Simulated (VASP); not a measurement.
Wanted: the native input for a VASP 6.6.1 run.

| Property | Result |
| --- | --- |
| Task | single point |
| Functional | PBE |
| Potentials or basis | VASP PAW PBE potentials, release 64 (Si, O) |
| Cutoff | 520 eV |
| k mesh | 6 × 6 × 8 |
| Occupations | gaussian, width 0.01 eV |
| Spin | no spin polarisation |
| Dipole correction | no |
| Further INCAR settings | ALGO = Normal; EDIFF = 1e-06; NBANDS = 25 |

The structure of SiO2 (Stishovite) lies in POSCAR:

```
SiO2
1.0
    4.2322707776      0.0000000000      0.0000000000
    0.0000000000      4.2322707776      0.0000000000
    0.0000000000      0.0000000000      2.7002724431
Si O
2 4
Direct
    0.0000000000      0.0000000000      0.0000000000
    0.5000000000      0.5000000000      0.5000000000
    0.3059000000      0.3059000000      0.0000000000
    0.1941000000      0.8059000000      0.5000000000
    0.6941000000      0.6941000000      0.0000000000
    0.8059000000      0.1941000000      0.5000000000
```

One way to write it, as run:

INCAR

```
SYSTEM = SiO2
PREC = Accurate ; ENCUT = 520
EDIFF = 1E-6 ; ISMEAR = 0
SIGMA = 0.01 ; LREAL = .False.
LASPH = .True. ; NELM = 100
ALGO = Normal ; ISIF = 2
LWAVE = .False. ; LCHARG = .True.
GGA = PE ; LELF = .True.
LVHAR = .True. ; NBANDS = 25
```

KPOINTS

```
regular mesh
0
Gamma
  6 6 8
  0 0 0
```

Potentials or basis: VASP PAW PBE potentials, release 64 (Si, O).

Command:

```console
$ cat potpaw_PBE.64/Si/POTCAR potpaw_PBE.64/O/POTCAR > POTCAR
$ mpirun -np 1 vasp_std > vasp.out
```

It gave:

| Item | Value |
| --- | --- |
| Pressure | -1.2 GPa |
| Largest force | 0.158 eV/Å |
| Band gap on the k mesh | 4.93 eV, direct |

It took 22 s on 1 thread of Intel(R) Xeon(R) 6975P-C (Granite Rapids), with other jobs on the host, peak memory 0.18 GiB.
